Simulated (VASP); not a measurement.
Here is a VASP 6.6.1 calculation.

File INCAR:

```
SYSTEM = AlInSb2
  PREC = Accurate
  ENCUT = 520
  EDIFF = 1E-6
  ISMEAR = 0
  SIGMA = 0.03
  LREAL = .False.
  LASPH = .True.
  NELM = 100
  ALGO = Normal
  ISIF = 2
  LWAVE = .False.
  LCHARG = .True.
  LELF = .True.
  LVHAR = .True.
  NBANDS = 21
```

File KPOINTS:

```
Automatic mesh
0
Gamma
  8 8 6
  0 0 0
```

File POSCAR:

```
AlInSb2
1.0
    4.7570111222      0.0000000000      0.0000000000
    0.0000000000      4.7570111222      0.0000000000
    0.0000000000      0.0000000000      5.6969075175
Al In Sb
1 1 2
Direct
    0.0000000000      0.0000000000      0.0000000000
    0.5000000000      0.5000000000      0.5000000000
    0.0000000000      0.5000000000      0.2333653700
    0.5000000000      0.0000000000      0.7666346300
```

Potentials or basis: VASP PAW LDA potentials, release 64 (Al, In_d, Sb).

Command:

```sh
$ cat potpaw_LDA.64/Al/POTCAR potpaw_LDA.64/In_d/POTCAR potpaw_LDA.64/Sb/POTCAR > POTCAR
$ mpirun -np 1 vasp_std > vasp.out
```

**Question.** What does it give for the pressure?

**Answer.** -2.3 GPa.

**Question.** Predict the band gap on the k mesh.

**Answer.** 0.07 eV.

Stress tensor (GPa, compression positive):
```
-3.71  0.00  0.00
 0.00 -3.71  0.00
 0.00  0.00  0.44
```

Caveat: spin-orbit coupling is left out, which moves the levels of the heavy elements. A k mesh can miss the band edges.
